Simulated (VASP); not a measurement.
# RbBr (R-3m) in VASP: settings compared, part 2 of 2

VASP 6.6.1. Earlier steps stand in the parts before.

## (3) Single point, r2SCAN (epitaxial 111 strain +5.3%)

The input, POSCAR:

```
RbBr
1.0
    4.2297890482     -0.1185688872     -0.1185688872
   -0.1185688872      4.2297890482     -0.1185688872
   -0.1185688872     -0.1185688872      4.2297890482
Rb Br
1 1
Direct
    0.0000000000      0.0000000000      0.0000000000
    0.5000000000      0.5000000000      0.5000000000
```

The input, INCAR.step1:

```
SYSTEM = RbBr
ALGO = Normal ; EDIFF = 1E-4
ENCUT = 520 ; GGA = PE
ISMEAR = 0 ; LASPH = .TRUE.
LCHARG = .FALSE. ; LREAL = .FALSE.
LWAVE = .TRUE. ; NBANDS = 15
NELM = 60 ; PREC = Accurate
SIGMA = 0.01
```

The input, INCAR.step2:

```
SYSTEM = RbBr
ALGO = Normal ; EDIFF = 1E-6
ENCUT = 520 ; ISIF = 2
ISMEAR = 0 ; ISTART = 1
LASPH = .TRUE. ; LCHARG = .FALSE.
LMIXTAU = .TRUE. ; LREAL = .FALSE.
LWAVE = .FALSE. ; METAGGA = R2SCAN
NBANDS = 15 ; NELM = 60
PREC = Accurate ; SIGMA = 0.01
```

The input, KPOINTS:

```
k-points
0
G
  6 6 6
  0 0 0
```

Potentials or basis: VASP PAW PBE potentials, release 64 (Rb_sv, Br).

Launch:

```
cat potpaw_PBE.64/Rb_sv/POTCAR potpaw_PBE.64/Br/POTCAR > POTCAR
cp INCAR.step1 INCAR
mpirun -np 1 vasp_std > vasp.out
cp INCAR.step2 INCAR
mpirun -np 1 vasp_std > vasp.out
```

OUTCAR:

```text
SYSTEM = RbBr
   EDIFF = 1E-6
   ENCUT = 520
   ISIF = 2
   ISMEAR = 0
   ISTART = 1
   LASPH = .TRUE.
   LREAL = .FALSE.
   METAGGA = R2SCAN
   NELM = 60
   PREC = Accurate

 ion  position               nearest neighbor table
   1  0.000  0.000  0.000-   2 3.46   2 3.46   2 3.73   2 3.73   2 3.73   2 3.73   2 3.73   2 3.73

   2  0.500  0.500  0.500-   1 3.46   1 3.46   1 3.73   1 3.73   1 3.73   1 3.73   1 3.73   1 3.73

  LATTYP: Found a trigonal (rhomboedric) cell.
 ALAT       =     4.2331114507
 COS(alpha) =    -0.0551912130

  Lattice vectors:

 A1 = (   4.2297890482,  -0.1185688872,  -0.1185688872)
 A2 = (  -0.1185688872,   4.2297890482,  -0.1185688872)
 A3 = (  -0.1185688872,  -0.1185688872,   4.2297890482)

Analysis of symmetry for initial positions (statically):
=====================================================================
 Subroutine PRICEL returns:
 Original cell was already a primitive cell.

 Routine SETGRP: Setting up the symmetry group for a
 trigonal (rhombohedral) supercell.

 Subroutine GETGRP returns: Found 12 space group operations
 (whereof 12 operations were pure point group operations)
 out of a pool of 12 trial point group operations.

The static configuration has the point symmetry D_3d.

Analysis of symmetry for dynamics (positions and initial velocities):
=====================================================================
 Subroutine PRICEL returns:
 Original cell was already a primitive cell.

 Routine SETGRP: Setting up the symmetry group for a
 trigonal (rhombohedral) supercell.

 Subroutine GETGRP returns: Found 12 space group operations
 (whereof 12 operations were pure point group operations)
 out of a pool of 12 trial point group operations.

The dynamic configuration has the point symmetry D_3d.

 Subroutine INISYM returns: Found 12 space group operations
 (whereof 12 operations are pure point group operations),
 and found     1 'primitive' translations

----------------------------------------------------------------------------------------

                                     Primitive cell

  volume of cell :      75.4939
[... 121 lines left out ...]
 Gauss-broadening in eV      SIGMA  =   0.01
  energy-cutoff  :      520.00
  volume of cell :       75.49
 maximum number of plane-waves:      2060
   NGX = 15   NGY = 15   NGZ = 15

 number of electron      15.9999998 magnetization

 Free energy of the ion-electron system (eV)
  ---------------------------------------------------
  ext. energy  EPLUGINS =         0.00000000
  ---------------------------------------------------
  free energy    TOTEN  =       -31.07953918 eV

  energy without entropy =      -31.07953918  energy(sigma->0) =      -31.07953918

 E-fermi :  -1.3428     XC(G=0):  -7.9953

 val. band max:       -1.3919062100   @ k =   0.5000   0.5000   0.0000
 cond. band min:       3.1877238603   @ k =   0.0000   0.0000   0.0000
 fundamental gap:      4.5796300703
 Fermi energy:        -1.3428027406

 k-point     1 :       0.0000    0.0000    0.0000
  band No.  band energies     occupation
      1     -27.3609      2.00000
      2     -14.3298      2.00000
      3     -10.8168      2.00000
      4     -10.8132      2.00000
      5     -10.8132      2.00000
      6      -1.5613      2.00000
      7      -1.5210      2.00000
      8      -1.5210      2.00000
      9       3.1877      0.00000
     10       4.8286      0.00000
     11       4.8286      0.00000
     12       8.8702      0.00000
     13       9.1779      0.00000
     14       9.1779      0.00000
[... 401 lines left out ...]
      2     -14.1915      2.00000
      3     -11.0172      2.00000
      4     -10.9587      2.00000
      5     -10.8132      2.00000
      6      -2.5289      2.00000
      7      -2.2459      2.00000
      8      -1.7569      2.00000
      9       5.3036      0.00000
     10       6.1831      0.00000
     11       7.0781      0.00000
     12       7.7021      0.00000
     13       8.4871      0.00000
     14       9.0469      0.00000
     15      10.7702      0.00000

 [... further k-points ...]

------------------------ aborting loop because EDIFF is reached ----------------------------------------

  FORCE on cell =-STRESS in cart. coord.  units (eV):
  Direction    XX          YY          ZZ          XY          YZ          ZX
  --------------------------------------------------------------------------------------
  -------------------------------------------------------------------------------------
  Total       -0.3732203     -0.3732203     -0.3732203      0.1948910      0.1948910      0.1948910
  in kB       -7.9207068     -7.9207068     -7.9207068      4.1360946      4.1360946      4.1360946
  external PRESSURE =      -7.9207068 kB  Pullay stress =       0.0000000 kB

 VOLUME and BASIS-vectors are now :
 -----------------------------------------------------------------------------
  energy-cutoff  :      520.00
  volume of cell :       75.49
      direct lattice vectors                 reciprocal lattice vectors
     4.229789048 -0.118568887 -0.118568887     0.236801293  0.006829424  0.006829424
    -0.118568887  4.229789048 -0.118568887     0.006829424  0.236801293  0.006829424
    -0.118568887 -0.118568887  4.229789048     0.006829424  0.006829424  0.236801293

 POSITION                                       TOTAL-FORCE (eV/Angst)
 -----------------------------------------------------------------------------------
      0.00000      0.00000      0.00000        -0.000000      0.000000      0.000000
      1.99633      1.99633      1.99633         0.000000     -0.000000      0.000000
 -----------------------------------------------------------------------------------
    total drift:                                0.000000      0.000000     -0.000000

  FREE ENERGIE OF THE ION-ELECTRON SYSTEM (eV)
  ---------------------------------------------------
  free  energy   TOTEN  =       -31.0795391827 eV

  energy  without entropy=      -31.0795391827  energy(sigma->0) =      -31.07953918
```

OUTCAR.step1:

```text
SYSTEM = RbBr
   EDIFF = 1E-4
   ENCUT = 520
   GGA = PE
   ISMEAR = 0
   LASPH = .TRUE.
   LREAL = .FALSE.
[... 654 lines left out ...]
      0.00000      0.00000      0.00000         0.000000      0.000000      0.000000
      1.99633      1.99633      1.99633        -0.000000     -0.000000      0.000000
 -----------------------------------------------------------------------------------
    total drift:                                0.000000      0.000000     -0.000000

  FREE ENERGIE OF THE ION-ELECTRON SYSTEM (eV)
  ---------------------------------------------------
  free  energy   TOTEN  =        -5.9919747031 eV

  energy  without entropy=       -5.9919747031  energy(sigma->0) =       -5.99197470
```

Run time: 46 s. Hardware: 1 thread of Intel Xeon Platinum 8488C (Sapphire Rapids), shared host; peak memory 0.2 GiB.

What came out:

```
Free energy            : -31.0795 eV
Pressure               : -0.8 GPa
Band gap on the k mesh : 4.58 eV (least direct gap 4.71 eV)
```

Caveat: the cell differs from its parent crystal (epitaxial 111 strain +5.3%); the PAW data sets were made with another functional, which shifts forces and pressure a little. A k mesh can miss the band edges.

## (4) Single point, HSE06 (epitaxial 111 strain +5.3%)

POSCAR is that of step 3.

The input, INCAR.step1:

```
SYSTEM = RbBr
  ALGO = Normal
  EDIFF = 1E-5
  ENCUT = 520
  GGA = PE
  ISIF = 2
  ISMEAR = 0
  LASPH = .True.
  LCHARG = .False.
  LREAL = .False.
  LWAVE = .True.
  NBANDS = 15
  NELM = 80
  PREC = Accurate
  SIGMA = 0.01
```

The input, INCAR.step2:

```
SYSTEM = RbBr
  ALGO = Normal
  EDIFF = 1E-7
  ENCUT = 520
  GGA = PE
  HFSCREEN = 0.2079
  ISIF = 2
  ISMEAR = 0
  ISTART = 1
  LASPH = .True.
  LCHARG = .False.
  LHFCALC = .True.
  LREAL = .False.
  LWAVE = .False.
  NBANDS = 15
  NELM = 80
  PREC = Accurate
  PRECFOCK = Normal
  SIGMA = 0.01
```

The input, KPOINTS:

```
k-points
0
Gamma
  4 4 4
  0 0 0
```

Launch:

```
cat potpaw_PBE.64/Rb_sv/POTCAR potpaw_PBE.64/Br/POTCAR > POTCAR
cp INCAR.step1 INCAR
mpirun -np 1 vasp_std > vasp.out
cp INCAR.step2 INCAR
mpirun -np 1 vasp_std > vasp.out
```

It took 4.8 min on 1 thread of Intel Xeon Platinum 8488C (Sapphire Rapids), shared host; peak memory 0.29 GiB.

The run converged. Its results:

* Free energy: -6.9523 eV
* Pressure: -0.4 GPa
* Band gap on the k mesh: 5.02 eV (least direct gap 5.16 eV)

Stress tensor (GPa, compression positive):
```
-0.38  0.35  0.35
 0.35 -0.38  0.35
 0.35  0.35 -0.38
```

Levels at points of the mesh, in eV from the valence-band top:
```
           k point  band 6  band 7  band 8  band 9  band 10  band 11
(0.00, 0.00, 0.00)   -0.19   -0.13   -0.13    5.02     6.86     6.86
(0.50, 0.00, 0.00)   -1.61   -0.30   -0.12    7.96     8.19     8.50
(0.50, 0.50, 0.00)   -1.07   -0.96    0.00    6.46     7.38     9.21
(0.50, 0.50, 0.50)   -1.24   -1.24   -1.24    8.95     8.95     9.79
```

Caveat: the cell differs from its parent crystal (epitaxial 111 strain +5.3%); the PAW data sets were made with another functional, which shifts forces and pressure a little. A k mesh can miss the band edges.

## (5) Summary

```csv
level,k mesh,smearing,grid for exact exchange (PRECFOCK),share of exact exchange,screening parameter,gap on the mesh (eV),pressure (GPa)
PBE,6 × 6 × 6,fermi-dirac 0.02 eV,-,-,-,3.86,-0.1
r2SCAN,6 × 6 × 6,gaussian 0.01 eV,-,-,-,4.58,-0.8
HSE06,4 × 4 × 4,gaussian 0.01 eV,Normal,0.25,0.2079 1/Å,5.02,-0.4
```

Alike in all rows: task single point; potentials or basis VASP PAW PBE potentials, release 64 (Rb_sv, Br); no spin polarisation; cell as given; cutoff (eV) 520.

Caveats: the PAW data sets were made with another functional, which shifts forces and pressure a little (at least some runs).

Total energies depend on the potentials used, so only differences within one code and one set of settings carry meaning.
